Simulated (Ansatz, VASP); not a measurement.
One calculation of Ta2N, two programs

INCAR

```
PREC = Accurate ; ENCUT = 520
EDIFF = 1E-6 ; ISMEAR = 0
SIGMA = 0.15 ; LREAL = F
LASPH = T ; NELM = 100
ALGO = Normal ; ISIF = 2
LWAVE = F ; LCHARG = T
GGA = CA ; LELF = T
LVHAR = T ; NBANDS = 50
```

The input KPOINTS:

```
regular mesh
0
Gamma
  9 9 8
```

The input POSCAR:

```
Ta2N
1.0
    5.1282710815      0.0000000000      0.0000000000
   -2.5641355407      4.4412130340      0.0000000000
    0.0000000000      0.0000000000      5.0769883706
Ta N
6 3
Direct
    0.7147405334      0.7147405334      0.7526041962
    0.0000000000      0.2852594666      0.7526041962
    0.2852594666      0.0000000000      0.7526041962
    0.2852594666      0.2852594666      0.2473958038
    0.0000000000      0.7147405334      0.2473958038
    0.7147405334      0.0000000000      0.2473958038
    0.6666666667      0.3333333333      0.5000000000
    0.3333333333      0.6666666667      0.5000000000
    0.0000000000      0.0000000000      0.0000000000
```

Input for Ansatz:

```yaml
crystal:
  lattice:
    - [5.1282710815, 0.0, 0.0]
    - [-2.5641355407, 4.441213034, 0.0]
    - [0.0, 0.0, 5.0769883706]
  atoms:
    - { symbol: Ta, position: [0.7147405334, 0.7147405334, 0.7526041962] }
    - { symbol: Ta, position: [0.0, 0.2852594666, 0.7526041962] }
    - { symbol: Ta, position: [0.2852594666, 0.0, 0.7526041962] }
    - { symbol: Ta, position: [0.2852594666, 0.2852594666, 0.2473958038] }
    - { symbol: Ta, position: [0.0, 0.7147405334, 0.2473958038] }
    - { symbol: Ta, position: [0.7147405334, 0.0, 0.2473958038] }
    - { symbol: "N", position: [0.6666666667, 0.3333333333, 0.5] }
    - { symbol: "N", position: [0.3333333333, 0.6666666667, 0.5] }
    - { symbol: "N", position: [0.0, 0.0, 0.0] }
basis:
  ecutwfc: 520.0
kpoints:
  mp_grid: { grid: [9, 9, 8] }
hamiltonian:
  xc: lda
  pseudopotentials: { kind: paw, azcp: { folder: soft_1 } }
scf:
  occupations: { method: gaussian, width: 0.15 }
output:
  forces: true
  stress: true
  eigenvalues: true
```

Alike in both runs: task single point; functional LDA; k mesh 9 × 9 × 8; occupations gaussian, width 0.15 eV; no spin polarisation.

```csv
,VASP,Ansatz
version,VASP 6.6.1,Ansatz 0.2.0
potentials or method,"VASP PAW LDA potentials, release 64 (Ta_pv, N), cutoff 520 eV","scalar-relativistic, plane waves, PAW"
valence electrons in the cell,81,93
```

Ansatz gave:

- gap on the k mesh at the Fermi level (eV): none
- rms of the force components (eV/Å): 4.861

**Question.** Estimate VASP's values.

**Answer.** gap on the k mesh at the Fermi level (eV): none; rms of the force components (eV/Å): 4.913.

Ansatz warns that its potentials were made for another functional, while VASP's fit it. LDA's correlation is that of Perdew and Zunger in VASP and of Perdew and Wang (1992) in Ansatz. Atom by atom the forces differ by 0.053 eV/Å (rms over components). A gap of «none» marks a metal or a gap that the smearing closes. VASP's potentials hold 81 valence electrons a cell and Ansatz's 93, so a difference there can come from the potentials and not from the codes.

Spin-orbit coupling is off throughout.
